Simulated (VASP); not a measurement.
Crystal: Ta.

```
Ta
1.0
    -1.65128    1.65128    1.65128
     1.65128   -1.65128    1.65128
     1.65128    1.65128   -1.65128
Ta
1
Direct
  0.00000 0.00000 0.00000
```

- Program: VASP 6.6.1
- Task: relaxation of volume and atoms at fixed shape
- Functional: LDA
- Potentials or basis: VASP PAW LDA potentials, release 64 (Ta_pv)
- Cutoff: 600 eV
- k mesh: 11 × 11 × 11
- Occupations: methfessel-paxton, width 0.05 eV
- Spin: no spin polarisation

At the start: pressure -8.7 GPa; volume 18.01 Å³/atom.

Problem. Where does the relaxation end?

Solution. Over 4 steps the energy falls by 19.9 meV/atom and the volume is 17.30 Å³/atom (-3.9 %); space group Im-3m (No. 229, to 0.1 Å) before and after.

The path:
| step | energy change (eV) | largest force (eV/Å) | pressure (GPa) | volume (Å³) |
| --- | --- | --- | --- | --- |
| 1 | 0.0000 | 0.0000 | -8.74 | 18.01 |
| 2 | 0.1259 | 0.0000 | 29.19 | 15.57 |
| 3 | -0.0199 | 0.0000 | -0.37 | 17.33 |
| 4 | -0.0199 | 0.0000 | -0.05 | 17.30 |

Final structure:
```cif
data_structure
_symmetry_space_group_name_H-M 'P 1'
_symmetry_Int_Tables_number 1
_cell_length_a 2.8221
_cell_length_b 2.8221
_cell_length_c 2.8221
_cell_angle_alpha 109.471
_cell_angle_beta 109.471
_cell_angle_gamma 109.471
_cell_volume 17.30
loop_
_atom_site_label
_atom_site_type_symbol
_atom_site_fract_x
_atom_site_fract_y
_atom_site_fract_z
_atom_site_occupancy
Ta1 Ta 0.00000 0.00000 0.00000 1
```
